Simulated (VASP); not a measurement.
# SmHfW (P-6m2) in VASP: further runs

Runs on SmHfW. Level: PBE. Tasks: single point.

Program: VASP 6.6.1. These are calculated values, not measurements. Logs are shortened: lines on timing, memory, paths and dates and some standing lists are left out, and cuts for length are marked.

### Step 1. The cell of the first run

Symmetry: P-6m2, No. 187, hexagonal system. Conventional cell: a = 4.974 Å, b = 4.974 Å, c = 3.173 Å, α = 90.00°, β = 90.00°, γ = 120.00°. Within 4.2 Å of Sm (site symmetry -6m2) lie 2 Sm at 3.17 Å and 6 Hf at 3.28 Å and 6 W at 3.28 Å. Hf (site symmetry -6m2) has 3 W at 2.87 Å and 2 Hf at 3.17 Å and 6 Sm at 3.28 Å within 3.8 Å. Within 3.8 Å of W (site symmetry -6m2) lie 3 Hf at 2.87 Å and 2 W at 3.17 Å and 6 Sm at 3.28 Å.

The cell was built from a structure type or drawn by symmetry, and may not be a known phase.

### Step 2. Single point, PBE

INCAR

```
PREC     = Accurate       # precision mode
ENCUT    = 500            # plane-wave cutoff, eV
EDIFF    = 1E-6           # SCF threshold, eV
ISMEAR   = 0              # smearing method
SIGMA    = 0.1            # smearing width, eV
LREAL    = False          # projectors in reciprocal space
LASPH    = True           # aspherical terms in the spheres
NELM     = 200            # most SCF steps
ALGO     = Normal         # electronic algorithm
ISIF     = 2              # what is computed and relaxed
LWAVE    = False          # write WAVECAR
LCHARG   = False          # write CHGCAR
GGA      = PE             # functional
NBANDS   = 24             # bands
GGA_COMPAT= False        
LMAXMIX  = 6              # l up to which the mixer works
```

KPOINTS

```
regular mesh
0
Gamma
  6 6 4
```

POSCAR

```
SmHfW
1.0
    4.9740389536     -0.0000000033      0.0000000000
   -2.4870194739      4.3076440949      0.0000000000
    0.0000000000      0.0000000000      3.1734256081
Sm Hf W
1 1 1
Direct
    0.0000000000      0.0000000000      0.0000000000
    0.3333333333      0.6666666667      0.5000000000
    0.6666666667      0.3333333333      0.5000000000
```

Potentials or basis: VASP PAW PBE potentials, release 64 (Sm_3, Hf_pv, W_sv), 4f in core.

Run with:

```console
> cat potpaw_PBE.64/Sm_3/POTCAR potpaw_PBE.64/Hf_pv/POTCAR potpaw_PBE.64/W_sv/POTCAR > POTCAR
> mpirun -np 1 vasp_std > vasp.out
```

OUTCAR:

```text
PREC = Accurate
   ENCUT = 500
   EDIFF = 1E-6
   ISMEAR = 0
   LREAL = False
   LASPH = True
   NELM = 200
   ISIF = 2
   GGA = PE

 ion  position               nearest neighbor table
   1  0.000  0.000  0.000-   2 3.28   3 3.28   2 3.28   3 3.28   2 3.28   2 3.28   3 3.28   3 3.28
                             3 3.28   3 3.28   2 3.28   2 3.28
   2  0.333  0.667  0.500-   3 2.87   3 2.87   3 2.87   1 3.28   1 3.28   1 3.28   1 3.28   1 3.28
                             1 3.28
   3  0.667  0.333  0.500-   2 2.87   2 2.87   2 2.87   1 3.28   1 3.28   1 3.28   1 3.28   1 3.28
                             1 3.28

  LATTYP: Found a hexagonal cell.
 ALAT       =     4.9740389536
 C/A-ratio  =     0.6379977394

  Lattice vectors:

 A1 = (   4.9740389536,  -0.0000000033,   0.0000000000)
 A2 = (  -2.4870194739,   4.3076440949,   0.0000000000)
 A3 = (   0.0000000000,   0.0000000000,   3.1734256081)

Analysis of symmetry for initial positions (statically):
=====================================================================
 Subroutine PRICEL returns:
 Original cell was already a primitive cell.

 Routine SETGRP: Setting up the symmetry group for a
 hexagonal supercell.

 Subroutine GETGRP returns: Found 12 space group operations
 (whereof 12 operations were pure point group operations)
 out of a pool of 24 trial point group operations.

The static configuration has the point symmetry D_3h.

Analysis of symmetry for dynamics (positions and initial velocities):
=====================================================================
 Subroutine PRICEL returns:
 Original cell was already a primitive cell.

 Routine SETGRP: Setting up the symmetry group for a
 hexagonal supercell.

 Subroutine GETGRP returns: Found 12 space group operations
 (whereof 12 operations were pure point group operations)
 out of a pool of 24 trial point group operations.

The dynamic configuration has the point symmetry D_3h.

 Subroutine INISYM returns: Found 12 space group operations
 (whereof 12 operations are pure point group operations),
 and found     1 'primitive' translations

----------------------------------------------------------------------------------------

                                     Primitive cell

  volume of cell :      67.9951

  direct lattice vectors                    reciprocal lattice vectors
     4.974038954 -0.000000003  0.000000000     0.201043862  0.116072728  0.000000000
    -2.487019474  4.307644095  0.000000000     0.000000000  0.232145455  0.000000000
     0.000000000  0.000000000  3.173425608     0.000000000  0.000000000  0.315116887

  length of vectors
     4.974038954  4.974038954  3.173425608     0.232145455  0.232145455  0.315116887

  position of ions in fractional coordinates (direct lattice)
     0.000000000  0.000000000  0.000000000
     0.333333333  0.666666667  0.500000000
     0.666666667  0.333333333  0.500000000

  ion indices of the primitive-cell ions
   primitive index   ion index
                 1           1
                 2           2
                 3           3

----------------------------------------------------------------------------------------

 KPOINTS: regular mesh

Automatic generation of k-mesh.
 Grid dimensions read from file:
 generate k-points for:    6    6    4

 Generating k-lattice:

  Cartesian coordinates                     Fractional coordinates (reciprocal lattice)
     0.033507310  0.019345455  0.000000000     0.166666667  0.000000000  0.000000000
     0.000000000  0.038690909  0.000000000     0.000000000  0.166666667  0.000000000
     0.000000000  0.000000000  0.078779222     0.000000000  0.000000000  0.250000000

  Length of vectors
     0.038690909  0.038690909  0.078779222

  Shift w.r.t. Gamma in fractional coordinates (k-lattice)
     0.000000000  0.000000000  0.000000000

 Subroutine IBZKPT returns following result:
 ===========================================

 Found     21 irreducible k-points:

 Following reciprocal coordinates:
            Coordinates               Weight
  0.000000  0.000000  0.000000      1.000000
  0.166667  0.000000  0.000000      6.000000
  0.333333  0.000000  0.000000      6.000000
  0.500000  0.000000  0.000000      3.000000
  0.166667  0.166667  0.000000      6.000000
  0.333333  0.166667  0.000000     12.000000
[... 13 lines left out ...]
  0.333333  0.166667  0.500000     12.000000
  0.333333  0.333333  0.500000      2.000000
   k-points           NKPTS =     21   k-points in BZ     NKDIM =     21   number of bands    NBANDS=     24
   number of dos      NEDOS =    301   number of ions     NIONS =      3
   total plane-waves  NPLWV =  31104
   dimension x,y,z NGX =    36 NGY =   36 NGZ =   24
   dimension x,y,z NGXF=    72 NGYF=   72 NGZF=   48
   ions per type =               1   1   1
   NGX,Y,Z   is equivalent  to a cutoff of  12.03, 12.03, 12.57 a.u.
   NGXF,Y,Z  is equivalent  to a cutoff of  24.06, 24.06, 25.15 a.u.
 SYSTEM =  unknown system
   PREC   = accura    normal or accurate (medium, high low for compatibility)
   ISTART =      0    job   : 0-new  1-cont  2-samecut
   ICHARG =      2    charge: 1-file 2-atom 10-const
   ISPIN  =      1    spin polarized calculation?
   LNONCOLLINEAR =      F non collinear calculations
   LSORBIT =      F    spin-orbit coupling
   LASPH  =      T    aspherical Exc in radial PAW
   ENCUT  =  500.0 eV  36.75 Ry    6.06 a.u.   9.07  9.07  5.79*2*pi/ulx,y,z
   NELM   =    200;   NELMIN=  2; NELMDL= -5     # of ELM steps
   EDIFF  = 0.1E-05   stopping-criterion for ELM
   LREAL  =      F    real-space projection
   EDIFFG = 0.1E-04   stopping-criterion for IOM
   NSW    =      0    number of steps for IOM
   IBRION =     -1    ionic relax: 0-MD 1-quasi-New 2-CG
   NFREE  =      0    steps in history (QN), initial steepest desc. (CG)
   ISIF   =      2    stress and relaxation
   ISYM   =      2    0-nonsym 1-usesym 2-fastsym
   POTIM  = 0.5000    time-step for ionic-motion
   TEBEG  =    0.0;   TEEND  =   0.0 temperature during run
   PSTRESS=    0.0 pullay stress
   NELECT =      35.0000    total number of electrons
   NUPDOWN=      -1.0000    fix difference up-down
   EMIN   =  10.00;   EMAX   =-10.00  energy-range for DOS
   EFERMI =   0.00;   METHOD = LEGACY
   ISMEAR =     0;   SIGMA  =   0.10  broadening in eV -4-tet -1-fermi 0-gaus
   EFERMI_NEDOS =   21; number of points for ismear=-14 and -15
   IALGO  =     38    algorithm
   IMIX   =      4    mixing-type and parameters
     AMIX     =   0.40;   BMIX     =  1.00
     AMIX_MAG =   1.60;   BMIX_MAG =  1.00
  volume/ion in A,a.u.               =      22.67       152.95
  Fermi-wavevector in a.u.,A,eV,Ry     =   1.312014  2.479347 23.420800  1.721380
  Thomas-Fermi vector in A             =   2.442435
   LORBIT       =      0    0 simple, 1 ext, 2 COOP (PROOUT), +10 PAW based schemes
   GGA     = PE    functional components
   LHFCALC =     F    Hartree Fock is set to
   AEXX    =    0.0000 exact exchange contribution
   IVDW    =     0    specifies the selected vdW correction
   LEPSILON=     F    determine dielectric tensor
   LRPA    =     F    only Hartree local field effects (RPA)
 non-spin polarized calculation
 Gauss-broadening in eV      SIGMA  =   0.10
  energy-cutoff  :      500.00
  volume of cell :       68.00
 maximum number of plane-waves:      1752
   NGX = 19   NGY = 19   NGZ = 11

 number of electron      34.9999994 magnetization

 Free energy of the ion-electron system (eV)
  ---------------------------------------------------
  ext. energy  EPLUGINS =         0.00000000
  ---------------------------------------------------
  free energy    TOTEN  =       -25.93682392 eV

  energy without entropy =      -25.92749982  energy(sigma->0) =      -25.93216187

 E-fermi :   5.8585     XC(G=0): -11.4622

 val. band max:        5.8343955946   @ k =   0.5000   0.0000   0.2500
 cond. band min:       5.8712585025   @ k =   0.1667   0.0000   0.0000
 fundamental gap:      0.0368629079
 Fermi energy:         5.8584777690

 k-point     1 :       0.0000    0.0000    0.0000
  band No.  band energies     occupation
      1     -68.0149      2.00000
      2     -34.7210      2.00000
      3     -32.1903      2.00000
      4     -32.1545      2.00000
      5     -32.1545      2.00000
      6     -24.9295      2.00000
[... 16 lines left out ...]
     23       7.4732      0.00000
     24       8.5472      0.00000

 k-point     2 :       0.1667    0.0000    0.0000
  band No.  band energies     occupation
      1     -68.0149      2.00000
      2     -34.7221      2.00000
      3     -32.1902      2.00000
      4     -32.1551      2.00000
      5     -32.1521      2.00000
      6     -24.9304      2.00000
[... 16 lines left out ...]
     23       7.8370      0.00000
     24       8.8493      0.00000

 k-point     3 :       0.3333    0.0000    0.0000
  band No.  band energies     occupation
      1     -68.0149      2.00000
      2     -34.7243      2.00000
      3     -32.1900      2.00000
      4     -32.1562      2.00000
      5     -32.1470      2.00000
      6     -24.9326      2.00000
[... 16 lines left out ...]
     23       8.7451      0.00000
     24       9.0115      0.00000

 k-point     4 :       0.5000    0.0000    0.0000
  band No.  band energies     occupation
      1     -68.0149      2.00000
      2     -34.7254      2.00000
      3     -32.1900      2.00000
      4     -32.1568      2.00000
      5     -32.1443      2.00000
      6     -24.9340      2.00000
[... 16 lines left out ...]
     23       8.5701      0.00000
     24       9.5778      0.00000

 k-point     5 :       0.1667    0.1667    0.0000
  band No.  band energies     occupation
      1     -68.0149      2.00000
      2     -34.7237      2.00000
      3     -32.1901      2.00000
      4     -32.1551      2.00000
      5     -32.1491      2.00000
      6     -24.9350      2.00000
[... 370 lines left out ...]
 k-point    19 :       0.1667    0.1667    0.5000
  band No.  band energies     occupation
      1     -68.0069      2.00000
      2     -34.5726      2.00000
      3     -32.3889      2.00000
      4     -32.1354      2.00000
      5     -32.1310      2.00000
      6     -25.2154      2.00000
[... 16 lines left out ...]
     23       9.6382      0.00000
     24      10.0962      0.00000

 k-point    20 :       0.3333    0.1667    0.5000
  band No.  band energies     occupation
      1     -68.0069      2.00000
      2     -34.5710      2.00000
      3     -32.3903      2.00000
      4     -32.1366      2.00000
      5     -32.1291      2.00000
      6     -25.2178      2.00000
[... 16 lines left out ...]
     23       8.6355      0.00000
     24       9.9220      0.00000

 k-point    21 :       0.3333    0.3333    0.5000
  band No.  band energies     occupation
      1     -68.0070      2.00000
      2     -34.5705      2.00000
      3     -32.3908      2.00000
      4     -32.1376      2.00000
      5     -32.1279      2.00000
      6     -25.2186      2.00000
[... 16 lines left out ...]
     23       9.2112      0.00000
     24       9.8910      0.00000

------------------------ aborting loop because EDIFF is reached ----------------------------------------

  FORCE on cell =-STRESS in cart. coord.  units (eV):
  Direction    XX          YY          ZZ          XY          YZ          ZX
  --------------------------------------------------------------------------------------
  -------------------------------------------------------------------------------------
  Total        0.3167656      0.3167656      0.1164058      0.0000000     -0.0000000     -0.0000000
  in kB        7.4639948      7.4639948      2.7428875      0.0000000     -0.0000000     -0.0000000
  external PRESSURE =       5.8902923 kB  Pullay stress =       0.0000000 kB

 VOLUME and BASIS-vectors are now :
 -----------------------------------------------------------------------------
  energy-cutoff  :      500.00
  volume of cell :       68.00
      direct lattice vectors                 reciprocal lattice vectors
     4.974038954 -0.000000003  0.000000000     0.201043862  0.116072728  0.000000000
    -2.487019474  4.307644095  0.000000000     0.000000000  0.232145455  0.000000000
     0.000000000  0.000000000  3.173425608     0.000000000  0.000000000  0.315116887

 POSITION                                       TOTAL-FORCE (eV/Angst)
 -----------------------------------------------------------------------------------
      0.00000      0.00000      0.00000        -0.000000     -0.000000      0.000000
      0.00000      2.87176      1.58671        -0.000000     -0.000000      0.000000
      2.48702      1.43588      1.58671         0.000000      0.000000      0.000000
 -----------------------------------------------------------------------------------
    total drift:                               -0.000000      0.000000     -0.000000

  FREE ENERGIE OF THE ION-ELECTRON SYSTEM (eV)
  ---------------------------------------------------
  free  energy   TOTEN  =       -25.9368239165 eV

  energy  without entropy=      -25.9274998219  energy(sigma->0) =      -25.93216187
```

Run time: 24 s. Hardware: 1 thread of Intel Xeon Platinum 8259CL at 2.50GHz (Skylake/Cascade Lake), shared host; peak memory 0.2 GiB.

What came out:

| Property | Result |
| --- | --- |
| Free energy | -25.9368 eV |
| Pressure | 0.6 GPa |
| Band gap on the k mesh | zero (an odd number of electrons rules out a gap without spin polarisation) |

Stress tensor (GPa, compression positive):
```
0.75 0.00 0.00
0.00 0.75 0.00
0.00 0.00 0.27
```

Caveat: the k points lie up to 0.49 Å⁻¹ apart, too coarse for converged energies and pressures of a metal; spin-orbit coupling is left out, which moves the levels of the heavy elements; the 4f electrons are frozen in the core, so they carry no moment and show no levels. Spin polarisation is off, so any magnetic state and its effect on volume and gap are missing.

(Part 1 of 2 ends here.)
